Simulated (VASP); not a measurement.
Here is a VASP 6.6.1 calculation.

File INCAR:

```
SYSTEM = F
ALGO = Normal
EDIFF = 1E-6
ENCUT = 520
GGA = PS
ISIF = 2
ISMEAR = 0
LASPH = .True.
LCHARG = .True.
LELF = .True.
LREAL = .False.
LVHAR = .True.
LWAVE = .False.
NBANDS = 22
NELM = 60
PREC = Accurate
SIGMA = 0.05
```

File KPOINTS:

```
k-points
0
Gamma
  4 4 2
  0 0 0
```

The input POSCAR:

```
F
1.0
    3.0414923524     -1.7480498951     -0.2345861287
    3.0414923524      1.7480498951     -0.2345861287
   -2.2869699080      0.0000000000      7.0004610119
F
4
Direct
    0.0848459664      0.0848459664      0.0740235354
    0.9151540336      0.9151540336      0.9259764646
    0.5015719855      0.5015719855      0.5937195244
    0.4984280145      0.4984280145      0.4062804756
```

Potentials or basis: VASP PAW PBE potentials, release 64 (F).

Run with:

```bash
$ cat potpaw_PBE.64/F/POTCAR > POTCAR
$ mpirun -np 1 vasp_std > vasp.out
```

Q: Predict the band gap on the k mesh.

A: 2.80 eV, indirect (least direct gap 2.87 eV).

Q: Estimate the pressure.

A: 17.2 GPa.

Q: Predict the largest force.

A: 18.461 eV/Å.

Stress tensor (GPa, compression positive):
```
16.60  0.00 21.66
 0.00 -0.53  0.00
21.66  0.00 35.67
```

Caveat: the k points lie up to 0.53 Å⁻¹ apart; the standard files for N, O and F lose accuracy on very short bonds; the PAW data sets were made with another functional, which shifts forces and pressure a little. A k mesh can miss the band edges.
